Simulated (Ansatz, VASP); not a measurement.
## RuAu in VASP and in Ansatz

File INCAR:

```
  PREC = Accurate
  ENCUT = 520
  EDIFF = 1E-7
  ISMEAR = -1
  SIGMA = 0.05
  LREAL = False
  LASPH = True
  NELM = 80
  ALGO = Fast
  ISIF = 2
  LWAVE = False
  LCHARG = False
  GGA = PE
  NBANDS = 20
```

KPOINTS

```
Automatic mesh
0
Gamma
  8 8 8
```

File POSCAR:

```
RuAu
1.0
    3.2064570128      0.0000000000      0.0000000000
    0.0000000000      3.2064570128      0.0000000000
    0.0000000000      0.0000000000      3.2064570128
Ru Au
1 1
Direct
    0.0000000000      0.0000000000      0.0000000000
    0.5000000000      0.5000000000      0.5000000000
```

File input.yaml:

```yaml
crystal:
  lattice:
    - [3.2064570128, 0.0, 0.0]
    - [0.0, 3.2064570128, 0.0]
    - [0.0, 0.0, 3.2064570128]
  atoms:
    - { symbol: Ru, position: [0.0, 0.0, 0.0] }
    - { symbol: Au, position: [0.5, 0.5, 0.5] }
hamiltonian:
  xc: pbe
  pseudopotentials: { kind: paw, azcp: { folder: soft_1 } }
kpoints:
  mp_grid: { grid: [8, 8, 8] }
scf:
  occupations: { method: fermi_dirac, width: 0.05 }
output:
  forces: true
  stress: true
  eigenvalues: true
```

Alike in both runs: task single point; functional PBE; k mesh 8 × 8 × 8; occupations fermi-dirac, width 0.05 eV; no spin polarisation.

|  | VASP | Ansatz |
| --- | --- | --- |
| version | VASP 6.6.1 | Ansatz 0.2.0 |
| potentials or method | VASP PAW PBE potentials, release 64 (Ru_pv, Au) | Ansatz PAW soft_1 |
| plane-wave cutoff (eV) | 520 | 420 |
| valence electrons in the cell | 25 | 35 |

VASP gave:

| Item | Value |
| --- | --- |
| gap on the k mesh at the Fermi level (eV) | none |
| pressure (GPa) | -7.2 |

**Question.** Which values does Ansatz return?

**Answer.** gap on the k mesh at the Fermi level (eV): none; pressure (GPa): -7.0.

A gap of «none» marks a metal or a gap that the smearing closes. VASP's potentials hold 25 valence electrons a cell and Ansatz's 35, so a difference there can come from the potentials and not from the codes.

Neither program's run includes spin-orbit coupling.
